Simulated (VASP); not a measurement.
# AlH2 (P6_3/mmc) in VASP: relaxation of cell and atoms with PBE

Aim: the relaxation of cell and atoms of AlH2 with PBE.

Program: VASP 6.6.1. These are calculated values, not measurements. Logs are shortened: lines on timing, memory, paths and dates and some standing lists are left out, and cuts for length are marked.

## Step 1: The cell of the first run

The structure is hexagonal, space group P6_3/mmc (No. 194). Conventional cell: a = 2.840 Å, b = 2.840 Å, c = 4.754 Å, α = 90.00°, β = 90.00°, γ = 120.00°. Within 2.3 Å of Al (site symmetry -6m2) lie 8 H at 1.72 to 1.77 Å. Within 1.8 Å of H (site symmetry 3m) lie 1 H at 1.32 Å and 4 Al at 1.72 to 1.77 Å.

## Step 2: Relaxation of cell and atoms, PBE

Contents of INCAR:

```
SYSTEM = AlH2
ALGO = Normal
EDIFF = 1E-7
EDIFFG = -0.0325
ENCUT = 1230
GGA = PE
GGA_COMPAT = .FALSE.
IBRION = 2
ISIF = 3
ISMEAR = 0
LASPH = .TRUE.
LCHARG = .FALSE.
LREAL = .FALSE.
LWAVE = .FALSE.
NELM = 120
NELMIN = 4
NSW = 90
PREC = Accurate
SIGMA = 0.1
```

Contents of KPOINTS:

```
k-points
0
G
  6 6 4
  0 0 0
```

Contents of POSCAR:

```
AlH2
1.0
    2.8401536752      0.0000000000      0.0000000000
   -1.4200768376      2.4596452334      0.0000000000
    0.0000000000      0.0000000000      4.7543579465
Al H
2 4
Direct
    0.6666666667      0.3333333333      0.7500000000
    0.3333333333      0.6666666667      0.2500000000
    0.3333333333      0.6666666667      0.6111111111
    0.6666666667      0.3333333333      0.3888888889
    0.6666666667      0.3333333333      0.1111111111
    0.3333333333      0.6666666667      0.8888888889
```

Potentials or basis: VASP PAW PBE potentials, release 64 (Al, H_h).

Launch:

```sh
cat potpaw_PBE.64/Al/POTCAR potpaw_PBE.64/H_h/POTCAR > POTCAR
mpirun -np 1 vasp_std > vasp.out
```

OUTCAR:

```text
SYSTEM = AlH2
   EDIFF = 1E-7
   EDIFFG = -0.0325
   ENCUT = 1230
   GGA = PE
   IBRION = 2
   ISIF = 3
   ISMEAR = 0
   LASPH = .TRUE.
   LREAL = .FALSE.
   NELM = 120
   NELMIN = 4
   NSW = 90
   PREC = Accurate

 ion  position               nearest neighbor table
   1  0.667  0.333  0.750-   4 1.72   5 1.72   3 1.77   6 1.77   3 1.77   6 1.77   3 1.77   6 1.77
                             2 2.89   2 2.89   2 2.89   2 2.89   2 2.89   2 2.89
   2  0.333  0.667  0.250-   3 1.72   6 1.72   4 1.77   5 1.77   4 1.77   5 1.77   5 1.77   4 1.77
                             1 2.89   1 2.89   1 2.89   1 2.89   1 2.89   1 2.89
   3  0.333  0.667  0.611-   2 1.72   1 1.77   1 1.77   1 1.77
   4  0.667  0.333  0.389-   1 1.72   2 1.77   2 1.77   2 1.77
   5  0.667  0.333  0.111-   1 1.72   2 1.77   2 1.77   2 1.77
   6  0.333  0.667  0.889-   2 1.72   1 1.77   1 1.77   1 1.77

  LATTYP: Found a hexagonal cell.
 ALAT       =     2.8401536752
 C/A-ratio  =     1.6739791188

  Lattice vectors:

 A1 = (   2.8401536752,   0.0000000000,   0.0000000000)
 A2 = (  -1.4200768376,   2.4596452334,   0.0000000000)
 A3 = (   0.0000000000,   0.0000000000,   4.7543579465)

Analysis of symmetry for initial positions (statically):
=====================================================================
 Subroutine PRICEL returns:
 Original cell was already a primitive cell.

 Routine SETGRP: Setting up the symmetry group for a
 hexagonal supercell.

 Subroutine GETGRP returns: Found 24 space group operations
 (whereof 12 operations were pure point group operations)
 out of a pool of 24 trial point group operations.

The static configuration has the point symmetry D_3d.
 The point group associated with its full space group is D_6h.

Analysis of symmetry for dynamics (positions and initial velocities):
=====================================================================
 Subroutine PRICEL returns:
 Original cell was already a primitive cell.

 Routine SETGRP: Setting up the symmetry group for a
 hexagonal supercell.

 Subroutine GETGRP returns: Found 24 space group operations
 (whereof 12 operations were pure point group operations)
 out of a pool of 24 trial point group operations.

The dynamic configuration has the point symmetry D_3d.
 The point group associated with its full space group is D_6h.

 Subroutine INISYM returns: Found 24 space group operations
 (whereof 12 operations are pure point group operations),
 and found     1 'primitive' translations

----------------------------------------------------------------------------------------

                                     Primitive cell

  volume of cell :      33.2129

  direct lattice vectors                    reciprocal lattice vectors
     2.840153675  0.000000000  0.000000000     0.352093624  0.203281349  0.000000000
    -1.420076838  2.459645233  0.000000000     0.000000000  0.406562697  0.000000000
     0.000000000  0.000000000  4.754357946     0.000000000  0.000000000  0.210333343

  length of vectors
     2.840153675  2.840153675  4.754357946     0.406562697  0.406562697  0.210333343

  position of ions in fractional coordinates (direct lattice)
     0.666666667  0.333333333  0.750000000
     0.333333333  0.666666667  0.250000000
     0.333333333  0.666666667  0.611111111
     0.666666667  0.333333333  0.388888889
     0.666666667  0.333333333  0.111111111
     0.333333333  0.666666667  0.888888889

  ion indices of the primitive-cell ions
   primitive index   ion index
                 1           1
                 2           2
                 3           3
                 4           4
                 5           5
                 6           6

----------------------------------------------------------------------------------------

 KPOINTS: k-points

Automatic generation of k-mesh.
 Grid dimensions read from file:
 generate k-points for:    6    6    4

 Generating k-lattice:

  Cartesian coordinates                     Fractional coordinates (reciprocal lattice)
     0.058682271  0.033880225  0.000000000     0.166666667 -0.000000000  0.000000000
     0.000000000  0.067760450  0.000000000     0.000000000  0.166666667  0.000000000
     0.000000000  0.000000000  0.052583336     0.000000000  0.000000000  0.250000000

  Length of vectors
     0.067760450  0.067760450  0.052583336

  Shift w.r.t. Gamma in fractional coordinates (k-lattice)
     0.000000000  0.000000000  0.000000000

 Subroutine IBZKPT returns following result:
 ===========================================

 Found     21 irreducible k-points:

 Following reciprocal coordinates:
            Coordinates               Weight
  0.000000  0.000000  0.000000      1.000000
  0.166667  0.000000  0.000000      6.000000
  0.333333  0.000000  0.000000      6.000000
  0.500000  0.000000  0.000000      3.000000
  0.166667  0.166667  0.000000      6.000000
  0.333333  0.166667  0.000000     12.000000
[... 13 lines left out ...]
  0.333333  0.166667  0.500000     12.000000
  0.333333  0.333333  0.500000      2.000000
   k-points           NKPTS =     21   k-points in BZ     NKDIM =     21   number of bands    NBANDS=      9
   number of dos      NEDOS =    301   number of ions     NIONS =      6
   total plane-waves  NPLWV =  55296
   dimension x,y,z NGX =    32 NGY =   32 NGZ =   54
   dimension x,y,z NGXF=    64 NGYF=   64 NGZF=  108
   ions per type =               2   4
   NGX,Y,Z   is equivalent  to a cutoff of  18.73, 18.73, 18.88 a.u.
   NGXF,Y,Z  is equivalent  to a cutoff of  37.46, 37.46, 37.76 a.u.
 SYSTEM =  AlH2
   PREC   = accura    normal or accurate (medium, high low for compatibility)
   ISTART =      0    job   : 0-new  1-cont  2-samecut
   ICHARG =      2    charge: 1-file 2-atom 10-const
   ISPIN  =      1    spin polarized calculation?
   LNONCOLLINEAR =      F non collinear calculations
   LSORBIT =      F    spin-orbit coupling
   LASPH  =      T    aspherical Exc in radial PAW
   ENCUT  = 1230.0 eV  90.40 Ry    9.51 a.u.   8.12  8.12 13.60*2*pi/ulx,y,z
   NELM   =    120;   NELMIN=  4; NELMDL= -5     # of ELM steps
   EDIFF  = 0.1E-06   stopping-criterion for ELM
   LREAL  =      F    real-space projection
   EDIFFG = -.3E-01   stopping-criterion for IOM
   NSW    =     90    number of steps for IOM
   IBRION =      2    ionic relax: 0-MD 1-quasi-New 2-CG
   NFREE  =      1    steps in history (QN), initial steepest desc. (CG)
   ISIF   =      3    stress and relaxation
   ISYM   =      2    0-nonsym 1-usesym 2-fastsym
   POTIM  = 0.5000    time-step for ionic-motion
   TEBEG  =    0.0;   TEEND  =   0.0 temperature during run
   PSTRESS=    0.0 pullay stress
   NELECT =      10.0000    total number of electrons
   NUPDOWN=      -1.0000    fix difference up-down
   EMIN   =  10.00;   EMAX   =-10.00  energy-range for DOS
   EFERMI =   0.00;   METHOD = LEGACY
   ISMEAR =     0;   SIGMA  =   0.10  broadening in eV -4-tet -1-fermi 0-gaus
   EFERMI_NEDOS =   21; number of points for ismear=-14 and -15
   IALGO  =     38    algorithm
   IMIX   =      4    mixing-type and parameters
     AMIX     =   0.40;   BMIX     =  1.00
     AMIX_MAG =   1.60;   BMIX_MAG =  1.00
  volume/ion in A,a.u.               =       5.54        37.36
  Fermi-wavevector in a.u.,A,eV,Ry     =   1.097251  2.073504 16.380876  1.203960
  Thomas-Fermi vector in A             =   2.233608
   LORBIT       =      0    0 simple, 1 ext, 2 COOP (PROOUT), +10 PAW based schemes
   GGA     = PE    functional components
   LHFCALC =     F    Hartree Fock is set to
   AEXX    =    0.0000 exact exchange contribution
   IVDW    =     0    specifies the selected vdW correction
   LEPSILON=     F    determine dielectric tensor
   LRPA    =     F    only Hartree local field effects (RPA)
 conjugate gradient relaxation of ions
 non-spin polarized calculation
 Gauss-broadening in eV      SIGMA  =   0.10
  energy-cutoff  :     1230.00
  volume of cell :       33.21
 maximum number of plane-waves:      3271
   NGX = 17   NGY = 17   NGZ = 27

--------------------------------------- Ionic step        1  -------------------------------------------

 number of electron      10.0000000 magnetization

 Free energy of the ion-electron system (eV)
  ---------------------------------------------------
  ext. energy  EPLUGINS =         0.00000000
  ---------------------------------------------------
  free energy    TOTEN  =       -15.85882496 eV

  energy without entropy =      -15.85360141  energy(sigma->0) =      -15.85621319

 E-fermi :  10.0847     XC(G=0): -11.4062

 val. band max:       10.0734067127   @ k =   0.1667   0.1667   0.2500
 cond. band min:      10.2322984987   @ k =   0.1667   0.0000   0.2500
 fundamental gap:      0.1588917861
 Fermi energy:        10.0847218868

 k-point     1 :       0.0000    0.0000    0.0000
  band No.  band energies     occupation
      1      -6.3768      2.00000
      2      -0.3846      2.00000
      3      -0.1889      2.00000
      4      13.5568      0.00000
      5      15.0261      0.00000
      6      17.6858      0.00000
      7      17.6858      0.00000
      8      17.7807      0.00000
      9      19.0527      0.00000
[... 351 lines left out ...]
  FREE ENERGIE OF THE ION-ELECTRON SYSTEM (eV)
  ---------------------------------------------------
  free  energy   TOTEN  =       -17.9331329774 eV

  energy  without entropy=      -17.9283915315  energy(sigma->0) =      -17.93076225

 E-fermi :   5.5561     XC(G=0): -10.1258

 val. band max:        5.4873884807   @ k =   0.3333   0.1667   0.2500
 cond. band min:       5.5563668628   @ k =   0.3333   0.0000   0.2500
 fundamental gap:      0.0689783820
 Fermi energy:         5.5560754852

 k-point     1 :       0.0000    0.0000    0.0000
  band No.  band energies     occupation
      1      -6.4431      2.00000
      2      -4.0590      2.00000
      3      -3.0618      2.00000
      4       3.1863      2.00000
      5       6.8900      0.00000
      6      13.8710      0.00000
      7      17.5153      0.00000
      8      18.5186      0.00000
      9      18.5186      0.00000
[... 229 lines left out ...]
 k-point    21 :       0.3333    0.3333    0.5000
  band No.  band energies     occupation
      1       0.0223      2.00000
      2       0.0223      2.00000
      3       2.8033      2.00000
      4       2.8033      2.00000
      5       4.5792      2.00000
      6       4.5792      2.00000
      7       7.4992      0.00000
      8       7.4992      0.00000
      9       9.6523      0.00000

[... ionic steps 4 to 25 ...]

--------------------------------------- Ionic step       26  -------------------------------------------

 number of electron      10.0000001 magnetization

------------------------ aborting loop because EDIFF is reached ----------------------------------------
[... 75 lines left out ...]
--------------------------------------- Ionic step       28  -------------------------------------------

 number of electron      10.0000002 magnetization

 Free energy of the ion-electron system (eV)
  ---------------------------------------------------
  ext. energy  EPLUGINS =         0.00000000
  ---------------------------------------------------
  free energy    TOTEN  =       -19.26299591 eV

  energy without entropy =      -19.25744859  energy(sigma->0) =      -19.26022225

 E-fermi :   4.7389     XC(G=0):  -9.4097

 val. band max:        4.6799126046   @ k =   0.3333   0.0000   0.0000
 cond. band min:       4.7828486898   @ k =   0.3333   0.0000   0.2500
 fundamental gap:      0.1029360853
 Fermi energy:         4.7389483279

 k-point     1 :       0.0000    0.0000    0.0000
  band No.  band energies     occupation
      1      -7.1586      2.00000
      2      -6.2818      2.00000
      3      -3.0387      2.00000
      4      -0.1858      2.00000
      5       5.4673      0.00000
      6      11.4298      0.00000
      7      15.0662      0.00000
      8      16.2369      0.00000
      9      18.2341      0.00000
[... 271 lines left out ...]
  FREE ENERGIE OF THE ION-ELECTRON SYSTEM (eV)
  ---------------------------------------------------
  free  energy   TOTEN  =       -19.2629959076 eV

  energy  without entropy=      -19.2574485872  energy(sigma->0) =      -19.26022225

 reached required accuracy - stopping structural energy minimisation
```

Wall time 7.1 min (1 thread of AMD EPYC 7R43 (Zen 3), shared host); peak memory 0.21 GiB.

Results:

| Item | Value |
| --- | --- |
| Free energy | -19.2630 eV |
| Relaxed volume | 8.72 Å³/atom |
| Relaxed cell | a = 2.724 Å, b = 2.724 Å, c = 8.140 Å, α = 90.00°, β = 90.00°, γ = 120.00° |
| Space group after relaxing (to 0.1 Å) | P6_3/mmc (No. 194) |
| Energy gained by relaxing | 567.4 meV/atom |
| Ionic steps | 28 |
| Pressure after relaxing | 0.2 GPa |
| Largest force after relaxing | 0.010 eV/Å |
| Band gap on the k mesh | zero (bands 5 and 6 overlap by 5.94 eV) |

Forces on the atoms (eV/Å):
```
Al   0.000  0.000  0.000
Al   0.000  0.000  0.000
H    0.000  0.000  0.010
H    0.000  0.000 -0.010
H    0.000  0.000  0.010
H    0.000  0.000 -0.010
```

The path:
| step | energy change (eV) | largest force (eV/Å) | pressure (GPa) | volume (Å³) |
| --- | --- | --- | --- | --- |
| 1 | 0.0000 | 1.3906 | 51.05 | 33.21 |
| 2 | -1.8712 | 0.6268 | 10.14 | 42.43 |
| 3 | -2.0743 | 0.4336 | 1.15 | 46.50 |
| 4 | -2.0902 | 0.3760 | -1.29 | 47.94 |
| 5 | -2.0905 | 0.3639 | -1.81 | 48.27 |
| 6 | -2.1267 | 0.2237 | -1.29 | 47.85 |
| 7 | -2.1606 | 0.0657 | -0.02 | 46.98 |
| 8 | -2.1610 | 0.1009 | 0.16 | 46.88 |
| 9 | -2.1747 | 0.0693 | -0.32 | 46.77 |
| 10 | -2.1854 | 0.0859 | -0.73 | 46.64 |
| 11 | -2.2408 | 0.1664 | -0.95 | 46.33 |
| 12 | -2.4370 | 0.4269 | -1.17 | 45.51 |
| 13 | -2.6756 | 0.9951 | 4.91 | 43.19 |
| 14 | -2.6836 | 0.8758 | 1.93 | 44.09 |
| 15 | -2.7020 | 0.9457 | 3.24 | 43.65 |
| 16 | -2.7075 | 0.9504 | 3.33 | 43.65 |
| 17 | -2.7164 | 0.9651 | 3.66 | 43.65 |
| 18 | -2.7256 | 0.9573 | 3.59 | 43.70 |
| 19 | -2.7526 | 0.9335 | 3.37 | 43.84 |
| 20 | -2.8043 | 0.8846 | 2.95 | 44.12 |
| 21 | -2.8987 | 0.7859 | 2.20 | 44.69 |
| 22 | -3.0565 | 0.6063 | 0.98 | 45.83 |
| 23 | -3.2323 | 0.0647 | -0.33 | 48.18 |
| 24 | -3.2378 | 0.1059 | -0.48 | 48.80 |
| 25 | -3.3206 | 0.1551 | 0.36 | 49.43 |
| 26 | -3.3805 | 0.2292 | 2.52 | 50.47 |
| 27 | -3.3807 | 0.2366 | 2.89 | 50.61 |
| 28 | -3.4042 | 0.0104 | 0.22 | 52.32 |

Final structure:
```cif
data_structure
_symmetry_space_group_name_H-M 'P 1'
_symmetry_Int_Tables_number 1
_cell_length_a 2.7244
_cell_length_b 2.7244
_cell_length_c 8.1402
_cell_angle_alpha 90.000
_cell_angle_beta 90.000
_cell_angle_gamma 120.000
_cell_volume 52.32
loop_
_atom_site_label
_atom_site_type_symbol
_atom_site_fract_x
_atom_site_fract_y
_atom_site_fract_z
_atom_site_occupancy
Al1 Al 0.66667 0.33333 0.75000 1
Al2 Al 0.33333 0.66667 0.25000 1
H1 H 0.33333 0.66667 0.61728 1
H2 H 0.66667 0.33333 0.38272 1
H3 H 0.66667 0.33333 0.11728 1
H4 H 0.33333 0.66667 0.88272 1
```

Caveat: the k points lie up to 0.44 Å⁻¹ apart in the final cell, too coarse for converged energies and pressures of a metal; the volume moved by over 15 % at a fixed basis, so the end points are rough.

The gap in the log of VASP goes by the Fermi energy; the results here count the filled bands.